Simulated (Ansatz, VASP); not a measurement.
## One calculation of BaTe, two programs

Contents of INCAR:

```
SYSTEM = BaTe
PREC = Accurate
ENCUT = 520
EDIFF = 1E-6
ISMEAR = 0
SIGMA = 0.05
LREAL = .FALSE.
LASPH = .TRUE.
NELM = 60
ALGO = Normal
ISIF = 2
LWAVE = .FALSE.
LCHARG = .FALSE.
NBANDS = 15
```

Contents of KPOINTS:

```
Automatic mesh
0
G
  8 8 8
  0 0 0
```

The input POSCAR:

```
BaTe
1.0
    4.1166807260      0.0000000000      0.0000000000
    0.0000000000      4.1166807260      0.0000000000
    0.0000000000      0.0000000000      3.7050126534
Ba Te
1 1
Direct
    0.0000000000      0.0000000000      0.0000000000
    0.5000000000      0.5000000000      0.5000000000
```

Input for Ansatz:

```yaml
crystal:
  lattice:
    - [4.116680726, 0.0, 0.0]
    - [0.0, 4.116680726, 0.0]
    - [0.0, 0.0, 3.7050126534]
  atoms:
    - { symbol: Ba, position: [0.0, 0.0, 0.0] }
    - { symbol: Te, position: [0.5, 0.5, 0.5] }
basis:
  ecutwfc: 420
kpoints:
  mp_grid: { grid: [8, 8, 8] }
hamiltonian:
  xc: lda
scf:
  occupations: { method: gaussian, width: 0.05 }
output:
  forces: true
  stress: true
  eigenvalues: true
```

Change from the starting cell: strain -0.1000 x Voigt [0, 0, 1, 0, 0, 0], atoms carried along.

Alike in both runs: task single point; functional LDA; k mesh 8 × 8 × 8; occupations gaussian, width 0.05 eV; no spin polarisation.

|  | VASP | Ansatz |
| --- | --- | --- |
| version | VASP 6.6.1 | Ansatz 0.2.0 |
| potentials or method | VASP PAW LDA potentials, release 64 (Ba_sv, Te), cutoff 520 eV | scalar-relativistic, plane waves, PAW |
| valence electrons in the cell | 16 | 26 |

Ansatz gave:

- gap on the k mesh at the Fermi level (eV): none
- pressure (GPa): 4.9
- traceless stress, the component that is largest in VASP (GPa): 5.49

Q: What did VASP give for the same quantities?

A: gap on the k mesh at the Fermi level (eV): none; pressure (GPa): 5.9; traceless stress, the component that is largest in VASP (GPa): 5.45.

LDA's correlation is that of Perdew and Zunger in VASP and of Perdew and Wang (1992) in Ansatz. A gap of «none» marks a metal or a gap that the smearing closes. VASP's potentials hold 16 valence electrons a cell and Ansatz's 26, so a difference there can come from the potentials and not from the codes.

Spin-orbit coupling is off throughout.
